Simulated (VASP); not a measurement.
FeO, 2 atoms in the cell. It takes space group Fm-3m (No. 225, cubic). The conventional cell has a = 4.311 Å, b = 4.311 Å, c = 4.311 Å, α = 90.00°, β = 90.00°, γ = 90.00°. Fe (site symmetry m-3m) has 6 O at 2.16 Å within 2.9 Å. O (site symmetry m-3m) has 6 Fe at 2.16 Å within 2.9 Å. 

- Program: VASP 6.6.1
- Task: single point
- Functional: PBE
- Potentials or basis: VASP PAW PBE potentials, release 64 (Fe, O)
- Cutoff: 520 eV
- k mesh: 6 × 6 × 6
- Occupations: fermi-dirac, width 0.05 eV
- Spin: collinear spin, ferromagnetic start
- Starting moments: [3.0, 0.0] μB
- Dipole correction: no
- Further INCAR settings: ALGO = Normal; EDIFF = 1e-07; NBANDS = 18

Potentials or basis: VASP PAW PBE potentials, release 64 (Fe, O).

Launch:

```sh
$ cat potpaw_PBE.64/Fe/POTCAR potpaw_PBE.64/O/POTCAR > POTCAR
$ mpirun -np 1 vasp_std > vasp.out
```

Hardware: 1 thread of Intel Xeon 8259CL (shared host).

**Question.** How long does it take, and how much memory?

**Answer.** Run time: 31 s on 1 thread of Intel Xeon 8259CL, on a shared host, peak memory 0.15 GiB. Counts: scf iterations 17, k points 16.
